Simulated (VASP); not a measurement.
# TaN (Fm-3m) in VASP: notebook, part 3 of 3

VASP 6.6.1.

### 4 Single point, LDA

This run uses another cell than the first one, of 10.28 Å³/atom.

INCAR reads:

```
ALGO     = Normal         # electronic algorithm
EDIFF    = 1E-6           # SCF threshold, eV
ENCUT    = 520            # plane-wave cutoff, eV
GGA      = CA             # functional
ISIF     = 2              # what is computed and relaxed
ISMEAR   = 0              # smearing method
LASPH    = T              # aspherical terms in the spheres
LCHARG   = T              # write CHGCAR
LELF     = T              # ELF
LREAL    = F              # projectors in reciprocal space
LVHAR    = T            
LWAVE    = F              # write WAVECAR
NBANDS   = 15             # bands
NELM     = 60             # most SCF steps
PREC     = Accurate       # precision mode
SIGMA    = 0.1            # smearing width, eV
```

KPOINTS reads:

```
k-points
0
Gamma
  16 16 16
```

POSCAR reads:

```
TaN
1.0
    0.0000000000      2.1743265498      2.1743265498
    2.1743265498      0.0000000000      2.1743265498
    2.1743265498      2.1743265498      0.0000000000
Ta N
1 1
Direct
    0.5000000000      0.5000000000      0.5000000000
    0.0000000000      0.0000000000      0.0000000000
```

Potentials or basis: VASP PAW LDA potentials, release 64 (Ta_pv, N).

On the command line:

```bash
cat potpaw_LDA.64/Ta_pv/POTCAR potpaw_LDA.64/N/POTCAR > POTCAR
mpirun -np 1 vasp_std > vasp.out
```

OUTCAR:

```text
EDIFF = 1E-6
   ENCUT = 520
   GGA = CA
   ISIF = 2
   ISMEAR = 0
   LASPH = T
   LREAL = F
   NELM = 60
   PREC = Accurate

 ion  position               nearest neighbor table
   1  0.500  0.500  0.500-   2 2.17   2 2.17   2 2.17   2 2.17   2 2.17   2 2.17
   2  0.000  0.000  0.000-   1 2.17   1 2.17   1 2.17   1 2.17   1 2.17   1 2.17

  LATTYP: Found a face centered cubic cell.
 ALAT       =     4.3486530996

  Lattice vectors:

 A1 = (   0.0000000000,   2.1743265498,   2.1743265498)
 A2 = (   2.1743265498,   0.0000000000,   2.1743265498)
 A3 = (   2.1743265498,   2.1743265498,   0.0000000000)

Analysis of symmetry for initial positions (statically):
=====================================================================
 Subroutine PRICEL returns:
 Original cell was already a primitive cell.

 Routine SETGRP: Setting up the symmetry group for a
 face centered cubic supercell.

 Subroutine GETGRP returns: Found 48 space group operations
 (whereof 48 operations were pure point group operations)
 out of a pool of 48 trial point group operations.

The static configuration has the point symmetry O_h .

Analysis of symmetry for dynamics (positions and initial velocities):
=====================================================================
 Subroutine PRICEL returns:
 Original cell was already a primitive cell.

 Routine SETGRP: Setting up the symmetry group for a
 face centered cubic supercell.

 Subroutine GETGRP returns: Found 48 space group operations
 (whereof 48 operations were pure point group operations)
 out of a pool of 48 trial point group operations.

The dynamic configuration has the point symmetry O_h .

 Subroutine INISYM returns: Found 48 space group operations
 (whereof 48 operations are pure point group operations),
 and found     1 'primitive' translations

----------------------------------------------------------------------------------------

                                     Primitive cell

  volume of cell :      20.5591

  direct lattice vectors                    reciprocal lattice vectors
     0.000000000  2.174326550  2.174326550    -0.229956259  0.229956259  0.229956259
     2.174326550  0.000000000  2.174326550     0.229956259 -0.229956259  0.229956259
     2.174326550  2.174326550  0.000000000     0.229956259  0.229956259 -0.229956259

  length of vectors
     3.074962096  3.074962096  3.074962096     0.398295925  0.398295925  0.398295925

  position of ions in fractional coordinates (direct lattice)
     0.500000000  0.500000000  0.500000000
     0.000000000  0.000000000  0.000000000

  ion indices of the primitive-cell ions
   primitive index   ion index
                 1           1
                 2           2

----------------------------------------------------------------------------------------

 KPOINTS: k-points

Automatic generation of k-mesh.
 Grid dimensions read from file:
 generate k-points for:   16   16   16

 Generating k-lattice:

  Cartesian coordinates                     Fractional coordinates (reciprocal lattice)
    -0.014372266  0.014372266  0.014372266     0.062500000  0.000000000  0.000000000
     0.014372266 -0.014372266  0.014372266     0.000000000  0.062500000  0.000000000
[... 41 lines left out ...]
   number of dos      NEDOS =    301   number of ions     NIONS =      2
   total plane-waves  NPLWV =  13824
   dimension x,y,z NGX =    24 NGY =   24 NGZ =   24
   dimension x,y,z NGXF=    48 NGYF=   48 NGZF=   48
   ions per type =               1   1
   NGX,Y,Z   is equivalent  to a cutoff of  12.98, 12.98, 12.98 a.u.
   NGXF,Y,Z  is equivalent  to a cutoff of  25.95, 25.95, 25.95 a.u.
 SYSTEM =  unknown system
   PREC   = accura    normal or accurate (medium, high low for compatibility)
   ISTART =      0    job   : 0-new  1-cont  2-samecut
   ICHARG =      2    charge: 1-file 2-atom 10-const
   ISPIN  =      1    spin polarized calculation?
   LNONCOLLINEAR =      F non collinear calculations
   LSORBIT =      F    spin-orbit coupling
   LASPH  =      T    aspherical Exc in radial PAW
   ENCUT  =  520.0 eV  38.22 Ry    6.18 a.u.   5.72  5.72  5.72*2*pi/ulx,y,z
   NELM   =     60;   NELMIN=  2; NELMDL= -5     # of ELM steps
   EDIFF  = 0.1E-05   stopping-criterion for ELM
   LREAL  =      F    real-space projection
   EDIFFG = 0.1E-04   stopping-criterion for IOM
   NSW    =      0    number of steps for IOM
   IBRION =     -1    ionic relax: 0-MD 1-quasi-New 2-CG
   NFREE  =      0    steps in history (QN), initial steepest desc. (CG)
   ISIF   =      2    stress and relaxation
   ISYM   =      2    0-nonsym 1-usesym 2-fastsym
   POTIM  = 0.5000    time-step for ionic-motion
   TEBEG  =    0.0;   TEEND  =   0.0 temperature during run
   PSTRESS=    0.0 pullay stress
   NELECT =      16.0000    total number of electrons
   NUPDOWN=      -1.0000    fix difference up-down
   EMIN   =  10.00;   EMAX   =-10.00  energy-range for DOS
   EFERMI =   0.00;   METHOD = LEGACY
   ISMEAR =     0;   SIGMA  =   0.10  broadening in eV -4-tet -1-fermi 0-gaus
   EFERMI_NEDOS =   21; number of points for ismear=-14 and -15
   IALGO  =     38    algorithm
   IMIX   =      4    mixing-type and parameters
     AMIX     =   0.40;   BMIX     =  1.00
     AMIX_MAG =   1.60;   BMIX_MAG =  1.00
  volume/ion in A,a.u.               =      10.28        69.37
  Fermi-wavevector in a.u.,A,eV,Ry     =   1.505844  2.845633 30.852121  2.267567
  Thomas-Fermi vector in A             =   2.616640
   LORBIT       =      0    0 simple, 1 ext, 2 COOP (PROOUT), +10 PAW based schemes
   GGA     = CA    functional components
   LHFCALC =     F    Hartree Fock is set to
   AEXX    =    0.0000 exact exchange contribution
   IVDW    =     0    specifies the selected vdW correction
   LEPSILON=     F    determine dielectric tensor
   LRPA    =     F    only Hartree local field effects (RPA)
 non-spin polarized calculation
 Gauss-broadening in eV      SIGMA  =   0.10
  energy-cutoff  :      520.00
  volume of cell :       20.56
 maximum number of plane-waves:       568
   NGX = 11   NGY = 11   NGZ = 11

 number of electron      16.0000000 magnetization

 Free energy of the ion-electron system (eV)
  ---------------------------------------------------
  ext. energy  EPLUGINS =         0.00000000
  ---------------------------------------------------
  free energy    TOTEN  =       -24.14757184 eV

  energy without entropy =      -24.14206041  energy(sigma->0) =      -24.14481612

 E-fermi :   9.7814     XC(G=0): -13.8452

 val. band max:        9.7692597435   @ k =  -0.3125   0.3750   0.1875
 cond. band min:       9.7877501821   @ k =  -0.3125   0.3125   0.1250
 fundamental gap:      0.0184904386
 Fermi energy:         9.7814269964

 k-point     1 :       0.0000    0.0000    0.0000
  band No.  band energies     occupation
      1     -25.7054      2.00000
      2     -25.7054      2.00000
      3     -25.7054      2.00000
      4      -9.0945      2.00000
      5       5.9258      2.00000
      6       5.9258      2.00000
      7       5.9258      2.00000
      8       7.5623      2.00000
      9       7.5623      2.00000
     10       7.5623      2.00000
     11       9.7953      0.84473
     12       9.7953      0.84473
     13      11.8184      0.00000
     14      19.2875      0.00000
[... 401 lines left out ...]
      2     -25.7310      2.00000
      3     -25.7076      2.00000
      4      -8.8234      2.00000
      5       4.6865      2.00000
      6       4.9743      2.00000
      7       5.3407      2.00000
      8       7.7439      2.00000
      9       7.9938      2.00000
     10       8.3076      2.00000
     11      10.2740      0.00000
     12      11.1560      0.00000
     13      12.5758      0.00000
     14      20.0848      0.00000
     15      21.2669      0.00000

 [... further k-points ...]

------------------------ aborting loop because EDIFF is reached ----------------------------------------

  FORCE on cell =-STRESS in cart. coord.  units (eV):
  Direction    XX          YY          ZZ          XY          YZ          ZX
  --------------------------------------------------------------------------------------
  -------------------------------------------------------------------------------------
  Total        0.2580707      0.2580707      0.2580707      0.0000000      0.0000000      0.0000000
  in kB       20.1115234     20.1115234     20.1115234      0.0000000      0.0000000      0.0000000
  external PRESSURE =      20.1115234 kB  Pullay stress =       0.0000000 kB

 VOLUME and BASIS-vectors are now :
 -----------------------------------------------------------------------------
  energy-cutoff  :      520.00
  volume of cell :       20.56
      direct lattice vectors                 reciprocal lattice vectors
     0.000000000  2.174326550  2.174326550    -0.229956259  0.229956259  0.229956259
     2.174326550  0.000000000  2.174326550     0.229956259 -0.229956259  0.229956259
     2.174326550  2.174326550  0.000000000     0.229956259  0.229956259 -0.229956259

 POSITION                                       TOTAL-FORCE (eV/Angst)
 -----------------------------------------------------------------------------------
      2.17433      2.17433      2.17433         0.000000      0.000000      0.000000
      0.00000      0.00000      0.00000        -0.000000     -0.000000     -0.000000
 -----------------------------------------------------------------------------------
    total drift:                                0.000000     -0.000000     -0.000000

  FREE ENERGIE OF THE ION-ELECTRON SYSTEM (eV)
  ---------------------------------------------------
  free  energy   TOTEN  =       -24.1475718350 eV

  energy  without entropy=      -24.1420604112  energy(sigma->0) =      -24.14481612
```

Wall time 52 s (1 thread of Intel Xeon 8259CL, shared host); peak memory 0.16 GiB.

What came out:

* Free energy: -24.1476 eV
* Pressure: 2.0 GPa
* Band gap on the k mesh: zero (bands 8 and 9 overlap by 4.21 eV)

Caveat: spin-orbit coupling is left out, which moves the levels of the heavy elements.

### 5 Single point, LDA

This run uses another cell than the first one, of 10.29 Å³/atom.

INCAR reads:

```
SYSTEM = TaN
  PREC = Accurate
  ENCUT = 520
  EDIFF = 1E-6
  ISMEAR = -1
  SIGMA = 0.15
  LREAL = .False.
  LASPH = .True.
  NELM = 80
  ALGO = Normal
  ISIF = 2
  LWAVE = .False.
  LCHARG = .False.
  NBANDS = 15
```

KPOINTS reads:

```
regular mesh
0
Gamma
  16 16 16
  0 0 0
```

POSCAR reads:

```
TaN
1.0
    0.0000000000      2.1747153532      2.1747153532
    2.1747153532      0.0000000000      2.1747153532
    2.1747153532      2.1747153532      0.0000000000
Ta N
1 1
Direct
    0.5000000000      0.5000000000      0.5000000000
    0.0000000000      0.0000000000      0.0000000000
```

Potentials or basis: VASP PAW LDA potentials, release 64 (Ta_pv, N).

On the command line:

```bash
cat potpaw_LDA.64/Ta_pv/POTCAR potpaw_LDA.64/N/POTCAR > POTCAR
mpirun -np 1 vasp_std > vasp.out
```

OUTCAR:

```text
SYSTEM = TaN
   PREC = Accurate
   ENCUT = 520
   EDIFF = 1E-6
   ISMEAR = -1
   LREAL = .False.
   LASPH = .True.
   NELM = 80
   ISIF = 2

 ion  position               nearest neighbor table
   1  0.500  0.500  0.500-   2 2.17   2 2.17   2 2.17   2 2.17   2 2.17   2 2.17
   2  0.000  0.000  0.000-   1 2.17   1 2.17   1 2.17   1 2.17   1 2.17   1 2.17

  LATTYP: Found a face centered cubic cell.
 ALAT       =     4.3494307064

  Lattice vectors:

 A1 = (   0.0000000000,   2.1747153532,   2.1747153532)
 A2 = (   2.1747153532,   0.0000000000,   2.1747153532)
[... 617 lines left out ...]

  FORCE on cell =-STRESS in cart. coord.  units (eV):
  Direction    XX          YY          ZZ          XY          YZ          ZX
  --------------------------------------------------------------------------------------
  -------------------------------------------------------------------------------------
  Total        0.2641556      0.2641556      0.2641556      0.0000000     -0.0000000      0.0000000
  in kB       20.5746808     20.5746808     20.5746808      0.0000000     -0.0000000      0.0000000
  external PRESSURE =      20.5746808 kB  Pullay stress =       0.0000000 kB

 VOLUME and BASIS-vectors are now :
 -----------------------------------------------------------------------------
  energy-cutoff  :      520.00
  volume of cell :       20.57
      direct lattice vectors                 reciprocal lattice vectors
     0.000000000  2.174715353  2.174715353    -0.229915147  0.229915147  0.229915147
     2.174715353  0.000000000  2.174715353     0.229915147 -0.229915147  0.229915147
     2.174715353  2.174715353  0.000000000     0.229915147  0.229915147 -0.229915147

 POSITION                                       TOTAL-FORCE (eV/Angst)
 -----------------------------------------------------------------------------------
      2.17472      2.17472      2.17472         0.000000      0.000000      0.000000
      0.00000      0.00000      0.00000        -0.000000      0.000000     -0.000000
 -----------------------------------------------------------------------------------
    total drift:                                0.000000     -0.000000     -0.000000

  FREE ENERGIE OF THE ION-ELECTRON SYSTEM (eV)
  ---------------------------------------------------
  free  energy   TOTEN  =       -24.1773693264 eV

  energy  without entropy=      -24.1175901578  energy(sigma->0) =      -24.14747974
```

OSZICAR:

```text
N       E                     dE             d eps       ncg     rms          rms(c)
DAV:   1     0.869102169292E+02    0.86910E+02   -0.88153E+03  4358   0.113E+03
DAV:   2    -0.245511178690E+02   -0.11146E+03   -0.10503E+03  5351   0.298E+02
DAV:   3    -0.271936524509E+02   -0.26425E+01   -0.26284E+01  5015   0.420E+01
DAV:   4    -0.272024995542E+02   -0.88471E-02   -0.88332E-02  5599   0.267E+00
DAV:   5    -0.272025560880E+02   -0.56534E-04   -0.56528E-04  4959   0.188E-01    0.257E+01
DAV:   6    -0.243223234876E+02    0.28802E+01   -0.59448E+00  4680   0.263E+01    0.109E+01
DAV:   7    -0.242184596360E+02    0.10386E+00   -0.39747E-01  5316   0.517E+00    0.733E+00
DAV:   8    -0.241819561225E+02    0.36504E-01   -0.14791E-01  4595   0.307E+00    0.135E+00
DAV:   9    -0.241775763152E+02    0.43798E-02   -0.12273E-02  4595   0.888E-01    0.290E-01
DAV:  10    -0.241773983679E+02    0.17795E-03   -0.52225E-04  5057   0.269E-01    0.964E-02
DAV:  11    -0.241773698263E+02    0.28542E-04   -0.63085E-05  4665   0.776E-02    0.172E-02
DAV:  12    -0.241773693264E+02    0.49990E-06   -0.36061E-06  4658   0.165E-02
   1 F= -.24177369E+02 E0= -.24147480E+02  d E =-.597792E-01
```

Run time: 42 s. Hardware: 1 thread of Intel Xeon 8259CL, shared host; peak memory 0.17 GiB.

Results:

```yaml
Free_energy: -24.1774 eV
Pressure: 2.1 GPa
Band_gap_on_the_k_mesh: zero (bands 8 and 9 overlap by 4.21 eV)
```

Caveat: spin-orbit coupling is left out, which moves the levels of the heavy elements.

### 6 Overview

```tsv
task	cell	cutoff (eV)	smearing	gap on the mesh (eV)	pressure (GPa)
single point	a = 3.070 Å, angles 60.0°, 2 atoms	520	fermi-dirac 0.15 eV	none	4.1
relaxation of cell and atoms	relaxed to 2 GPa from a = 3.076 Å, angles 60.0°, 2 atoms	600	fermi-dirac 0.15 eV	none	2.0
single point	a = 3.075 Å, angles 60.0°, 2 atoms	520	gaussian 0.1 eV	none	2.0
single point	a = 3.076 Å, angles 60.0°, 2 atoms	520	fermi-dirac 0.15 eV	none	2.1
```

Alike in all rows: level LDA; potentials or basis VASP PAW LDA potentials, release 64 (Ta_pv, N); no spin polarisation; k mesh 16 × 16 × 16.

Caveats: spin-orbit coupling is left out, which moves the levels of the heavy elements; the cell stands under pressure (at least some runs); the relaxation stopped at its first step, so nothing moved (at least some runs); the cell is relaxed towards a set pressure, so the run minimises the enthalpy, not the energy (at least some runs).

Total energies depend on the potentials used, so only differences within one code and one set of settings carry meaning.
